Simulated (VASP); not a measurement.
Write the native input for VASP 6.6.1 that does the following.

```yaml
Task: single point
Functional: PBE
Potentials_or_basis: VASP PAW PBE potentials, release 64 (Sn_d, O)
Cutoff: 520 eV
k_mesh: 12 × 12 × 12
Occupations: gaussian, width 0.05 eV
Spin: no spin polarisation
Dipole_correction: no
Further_INCAR_settings: ALGO = Normal; EDIFF = 1e-06; NBANDS = 20
```

The structure of SnO2 lies in POSCAR:

```
SnO2
1.0
    1.5359500000      0.8867811460      4.5248000000
   -1.5359500000      0.8867811460      4.5248000000
    0.0000000000     -1.7735622919      4.5248000000
Sn O
1 2
Direct
    0.5000000000      0.5000000000      0.5000000000
    0.2348826742      0.2348826742      0.2348826742
    0.7651173258      0.7651173258      0.7651173258
```

These files were run (other wordings do the same):

INCAR

```
SYSTEM = SnO2
ALGO = Normal
EDIFF = 1E-6
ENCUT = 520
GGA = PE
ISIF = 2
ISMEAR = 0
LASPH = .True.
LCHARG = .False.
LREAL = .False.
LWAVE = .False.
NBANDS = 20
NELM = 80
PREC = Accurate
SIGMA = 0.05
```

KPOINTS

```
k-points
0
Gamma
  12 12 12
  0 0 0
```

Potentials or basis: VASP PAW PBE potentials, release 64 (Sn_d, O).

Run with:

```bash
$ cat potpaw_PBE.64/Sn_d/POTCAR potpaw_PBE.64/O/POTCAR > POTCAR
$ mpirun -np 1 vasp_std > vasp.out
```

It gave:

* Pressure: 37.5 GPa
* Largest force: 2.752 eV/Å
* Band gap on the k mesh: 3.19 eV, indirect (least direct gap 3.59 eV)

Caveat: spin-orbit coupling is left out, which moves the levels of the heavy elements; forces of over 1 eV/Å act on the atoms, so gaps and moduli don't describe the material at rest.

Wall time 100 s on 1 thread of Intel(R) Xeon(R) Platinum 8559C (Emerald Rapids), on a shared host, peak memory 0.28 GiB.
